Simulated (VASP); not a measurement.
Wanted: the native input for a VASP 6.6.1 run.

- Task: single point
- Functional: PBEsol
- Potentials or basis: VASP PAW PBE potentials, release 64 (Ta_pv)
- Cutoff: 520 eV
- k mesh: 12 × 12 × 6
- Occupations: fermi-dirac, width 0.05 eV
- Spin: no spin polarisation
- Dipole correction: no
- Further INCAR settings: ALGO = Normal; EDIFF = 1e-06; NBANDS = 18

The structure of Ta lies in POSCAR:

```
Ta
1.0
    2.9003720700      0.0000000000      0.0000000000
   -1.4501860400      2.5117959000      0.0000000000
    0.0000000000      0.0000000000      5.1662740000
Ta
2
Direct
    0.6666666700      0.3333333300      0.7500000000
    0.3333333300      0.6666666700      0.2500000000
```

One way to write it, as run:

INCAR

```
SYSTEM = Ta
  PREC = Accurate
  ENCUT = 520
  EDIFF = 1E-6
  ISMEAR = -1
  SIGMA = 0.05
  LREAL = .False.
  LASPH = .True.
  NELM = 60
  ALGO = Normal
  ISIF = 2
  LWAVE = .False.
  LCHARG = .True.
  GGA = PS
  LELF = .True.
  LVHAR = .True.
  NBANDS = 18
```

KPOINTS

```
regular mesh
0
Gamma
  12 12 6
  0 0 0
```

Potentials or basis: VASP PAW PBE potentials, release 64 (Ta_pv).

Launch:

```bash
$ cat potpaw_PBE.64/Ta_pv/POTCAR > POTCAR
$ mpirun -np 1 vasp_std > vasp.out
```

It gave:

- Pressure: -7.3 GPa
- Band gap on the k mesh: zero (band 11 reaches 6.88 eV, above the bottom of band 12 at 4.68 eV)

Caveat: the PAW data sets were made with another functional, which shifts forces and pressure a little; spin-orbit coupling is left out, which moves the levels of the heavy elements.

Wall time 110 s on 1 thread of AMD EPYC 7R13, on a shared host, peak memory 0.16 GiB.
